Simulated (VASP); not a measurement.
A run of VASP 6.6.1 is set up as follows.

INCAR

```
SYSTEM = Al
PREC = Accurate
ENCUT = 400
EDIFF = 1E-6
ISMEAR = 1
SIGMA = 0.1
LREAL = .False.
LASPH = .True.
NELM = 120
ALGO = Normal
ISIF = 2
LWAVE = .False.
LCHARG = .False.
LDIPOL = .True.
IDIPOL = 3
DIPOL = 0.5 0.5 0.663
GGA = PE
IVDW = 12
NBANDS = 14
GGA_COMPAT = .False.
NELMDL = -8
```

The input KPOINTS:

```
regular mesh
0
Gamma
  12 12 1
  0 0 0
```

The input POSCAR:

```
Al
1.0
    2.9737103501      0.0000000000      0.0000000000
    0.0000000000      2.9737103501      0.0000000000
    0.0000000000      0.0000000000     25.8588390472
Al
4
Direct
    0.0000000000      0.0000000000      0.5526981829
    0.5000000000      0.5000000000      0.6247773638
    0.0000000000      0.0000000000      0.6986051716
    0.5000000000      0.5000000000      0.7744554577
```

Potentials or basis: VASP PAW PBE potentials, release 64 (Al).

The run is started by

```bash
$ cat potpaw_PBE.64/Al/POTCAR > POTCAR
$ mpirun -np 1 vasp_std > vasp.out
```

**Question.** Predict the dispersion energy per atom.

**Answer.** -0.229 eV.

**Question.** What does it give for the band gap on the k mesh?

**Answer.** Zero (bands 6 and 7 overlap by 3.04 eV).

**Question.** Estimate the largest force.

**Answer.** 0.317 eV/Å.

Forces in eV/Å, atoms in the order of the input:
```
Al   0.000  0.000 -0.317
Al   0.000  0.000  0.248
Al   0.000  0.000 -0.013
Al   0.000  0.000  0.082
```
